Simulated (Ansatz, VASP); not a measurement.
Two plane-wave programs on K

The input INCAR:

```
PREC = Accurate
ENCUT = 520
EDIFF = 1E-7
ISMEAR = 0
SIGMA = 0.15
LREAL = F
LASPH = T
NELM = 100
ALGO = Fast
ISIF = 2
LWAVE = F
LCHARG = F
GGA = PE
NBANDS = 10
```

Contents of KPOINTS:

```
regular mesh
0
Gamma
  12 12 12
```

The input POSCAR:

```
K
1.0
    4.4397526747      0.0000000000      0.0000000000
    0.0000000000      4.4397526747      0.0000000000
    0.0000000000      0.0000000000      4.3104394900
K
1
Direct
    0.0000000000      0.0000000000      0.0000000000
```

Input for Ansatz:

```yaml
crystal:
  lattice:
    - [4.4397526747, 0.0, 0.0]
    - [0.0, 4.4397526747, 0.0]
    - [0.0, 0.0, 4.31043949]
  atoms:
    - { symbol: K, position: [0.0, 0.0, 0.0] }
basis:
  ecutwfc: 420
kpoints:
  mp_grid: { grid: [12, 12, 12] }
hamiltonian:
  xc: pbe
scf:
  occupations: { method: gaussian, width: 0.15 }
output:
  forces: true
  stress: true
  eigenvalues: true
```

Change from the starting cell: strain +0.030 along x and y, +0.000 along z, atoms carried along.

Alike in both runs: task single point; functional PBE; k mesh 12 × 12 × 12; occupations gaussian, width 0.15 eV; no spin polarisation.

```csv
,VASP,Ansatz
version,VASP 6.6.1,Ansatz 0.2.0
potentials or method,"VASP PAW PBE potentials, release 64 (K_sv), cutoff 520 eV","scalar-relativistic, plane waves, PAW"
valence electrons in the cell,9,9
```

```csv
,VASP,Ansatz,Ansatz less VASP
gap on the k mesh at the Fermi level (eV),none,none,-
pressure (GPa),-0.2,-0.2,+0.01
"traceless stress, the component that is largest in VASP (GPa)",0.15,0.15,-0.001
```

A gap of «none» marks a metal or a gap that the smearing closes.
